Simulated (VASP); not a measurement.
Write the native input for VASP 6.6.1 that does the following.

| Property | Result |
| --- | --- |
| Task | single point |
| Functional | PBE |
| Potentials or basis | VASP PAW PBE potentials, release 64 (In_d, Sb, As) |
| Cutoff | 520 eV |
| k mesh | 12 × 12 × 4 |
| Occupations | gaussian, width 0.1 eV |
| Spin | no spin polarisation |
| Dipole correction | no |
| Further INCAR settings | ALGO = Normal; EDIFF = 1e-07; NBANDS = 36 |

The structure of In3SbAs2 lies in POSCAR:

```
In3SbAs2
1.0
    4.4810052879      0.0000000000      0.0000000000
   -2.2405026440      3.8806644138      0.0000000000
    0.0000000000      0.0000000000     10.9911254212
In Sb As
3 1 2
Direct
    0.0000000000      0.0000000000      0.0002483253
    0.3333333333      0.6666666667      0.6789539064
    0.6666666667      0.3333333333      0.3199504608
    0.3333333333      0.6666666667      0.4182062542
    0.0000000000      0.0000000000      0.7558661992
    0.6666666667      0.3333333333      0.0767748541
```

One way to write it, as run:

INCAR

```
SYSTEM = In3SbAs2
PREC = Accurate
ENCUT = 520
EDIFF = 1E-7
ISMEAR = 0
SIGMA = 0.1
LREAL = .False.
LASPH = .True.
NELM = 60
ALGO = Normal
ISIF = 2
LWAVE = .False.
LCHARG = .True.
GGA = PE
LELF = .True.
LVHAR = .True.
NBANDS = 36
```

KPOINTS

```
regular mesh
0
Gamma
  12 12 4
  0 0 0
```

Potentials or basis: VASP PAW PBE potentials, release 64 (In_d, Sb, As).

The run is started by

```sh
$ cat potpaw_PBE.64/In_d/POTCAR potpaw_PBE.64/Sb/POTCAR potpaw_PBE.64/As/POTCAR > POTCAR
$ mpirun -np 1 vasp_std > vasp.out
```

It gave:

The pressure is 0.0 GPa and the largest force is 0.013 eV/Å. The band gap on the k mesh is zero (filled and empty bands touch).

Caveat: semilocal functionals underestimate gaps, so a narrow gap can read as zero; spin-orbit coupling is left out, which moves the levels of the heavy elements.

Run time: 4 min on 1 thread of Intel(R) Xeon(R) 6975P-C (Granite Rapids), with other jobs on the host, peak memory 0.62 GiB.
